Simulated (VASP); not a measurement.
The system is Bi.

```xyz
2
Lattice="2.2523 1.3004 3.9116 -2.2523 1.3004 3.9116 0.0000 -2.6007 3.9116" Properties=species:S:1:pos:R:3 pbc="T T T"
Bi    0.0000    0.0000    8.9888
Bi    0.0000    0.0000    2.7459
```

This cell differs from its parent crystal: volume scaled by 0.98.

Base run:

| Item | Value |
| --- | --- |
| Program | VASP 6.6.1 |
| Functional | LDA |
| Potentials or basis | VASP PAW LDA potentials, release 64 (Bi_d) |
| Cutoff | 520 eV |
| k mesh | 7 × 7 × 7 |
| Occupations | fermi-dirac, width 0.05 eV |
| Spin | no spin polarisation |

Its results: band gap on the k mesh 0.28 eV, indirect (least direct gap 0.54 eV); pressure -0.5 GPa; largest force 0.162 eV/Å.

**Question.** The run is repeated on the same cell with these changes: functional from LDA to PBE; potentials or basis from VASP PAW LDA potentials, release 64 (Bi_d) to VASP PAW PBE potentials, release 64 (Bi_d). What comes out?

**Answer.** Band gap on the k mesh 0.28 eV, indirect (least direct gap 0.54 eV); pressure 3.2 GPa; largest force 0.303 eV/Å.

Caveats: spin-orbit coupling is left out, which moves the levels of the heavy elements.

A k mesh can miss the band edges.
